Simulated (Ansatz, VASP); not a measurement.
## SrCl2: VASP beside Ansatz

```
CELL_PARAMETERS angstrom
0.00000 3.48550 3.48550
3.48550 0.00000 3.48550
3.48550 3.48550 0.00000
ATOMIC_POSITIONS crystal
Sr 0.00000 0.00000 0.00000
Cl 0.25000 0.25000 0.25000
Cl 0.75000 0.75000 0.75000
```

Alike in both runs: functional PBE; k mesh 7 × 7 × 7; occupations fermi-dirac, width 0.02 eV; no spin polarisation.

Ansatz relaxed the structure, and its values are those at the end. VASP's run is a single point on that final structure, the one shown.

```csv
,VASP,Ansatz
version,VASP 6.6.1,Ansatz 0.2.0
potentials or method,"VASP PAW PBE potentials, release 64 (Sr_sv, Cl)","plane-wave PAW, scalar-relativistic"
plane-wave cutoff (eV),520,420
valence electrons in the cell,24,24
```

|  | VASP | Ansatz | Ansatz less VASP |
| --- | --- | --- | --- |
| gap on the k mesh at the Fermi level (eV) | 5.38 | 5.39 | +0.005 |
| pressure (GPa) | 1.2 | 1.1 | -0.08 |

Ansatz's warnings: stress scf threshold loose.
